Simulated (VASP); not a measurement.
MoS2, 3 atoms in the cell. The structure is trigonal, space group R3m (No. 160). The conventional cell has a = 3.175 Å, b = 3.175 Å, c = 18.582 Å, α = 90.00°, β = 90.00°, γ = 120.00°. Mo (site symmetry 3m) has 6 S at 2.40 Å and 6 Mo at 3.18 Å within 3.2 Å. S (site symmetry 3m) has 3 Mo at 2.40 Å and 7 S at 3.11 to 3.18 Å within 3.2 Å. Within 3.2 Å of S (site symmetry 3m) lie 3 Mo at 2.40 Å and 7 S at 3.11 to 3.18 Å. 

```yaml
Program: VASP 6.6.1
Task: single point
Functional: PBEsol
Potentials_or_basis: VASP PAW PBE potentials, release 64 (Mo_sv, S)
Cutoff: 520 eV
k_mesh: 6 × 6 × 6
Occupations: gaussian, width 0.01 eV
Spin: no spin polarisation
Dipole_correction: no
Further_INCAR_settings: ALGO = Normal; EDIFF = 1e-06; NBANDS = 20
```

Potentials or basis: VASP PAW PBE potentials, release 64 (Mo_sv, S).

The run is started by

```sh
$ cat potpaw_PBE.64/Mo_sv/POTCAR potpaw_PBE.64/S/POTCAR > POTCAR
$ mpirun -np 1 vasp_std > vasp.out
```

Hardware: 1 thread of Intel Xeon 8259CL, with other jobs on the host.

Question: Estimate the wall time of this run.

Answer: Run time: 110 s on 1 thread of Intel Xeon 8259CL, on a shared host, peak memory 0.31 GiB. Counts: scf iterations 14, k points 32.
